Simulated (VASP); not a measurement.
## W: single point with BLYP+D3(BJ)

Crystal: W.

```
W
1.0
     0.00000    2.00237    2.00237
     2.00237    0.00000    2.00237
     2.00237    2.00237    0.00000
W
1
Direct
  0.00000 0.00000 0.00000
```

| Item | Value |
| --- | --- |
| Program | VASP 6.6.1 |
| Task | single point |
| Functional | BLYP |
| Dispersion | D3(BJ) |
| Potentials or basis | VASP PAW PBE potentials, release 64 (W_sv) |
| Cutoff | 520 eV |
| k mesh | 11 × 11 × 11 |
| Occupations | fermi-dirac, width 0.05 eV |
| Spin | no spin polarisation |

The pressure is 1.8 GPa, the band gap on the k mesh is zero (band 7 reaches 14.38 eV, above the bottom of band 8 at 10.70 eV) and the dispersion energy per atom is -1.681 eV.

Levels at points of the mesh, in eV from the Fermi level:
| k point | band 3 | band 4 | band 5 | band 6 | band 7 | band 8 | band 9 | band 10 | band 11 | band 12 |
| --- | --- | --- | --- | --- | --- | --- | --- | --- | --- | --- |
| (0.00, 0.00, 0.00) | -37.03 | -37.03 | -8.83 | -0.60 | -0.60 | -0.60 | 2.59 | 2.59 | 13.04 | 18.39 |

Wall time 9.3 s on 1 thread of Intel(R) Xeon(R) 6975P-C (Granite Rapids) (shared host), peak memory 0.15 GiB.

Caveat: the PAW data sets were made with another functional, which shifts forces and pressure a little; spin-orbit coupling is left out, which moves the levels of the heavy elements; pairwise dispersion overbinds metals, which lowers pressure and volume.
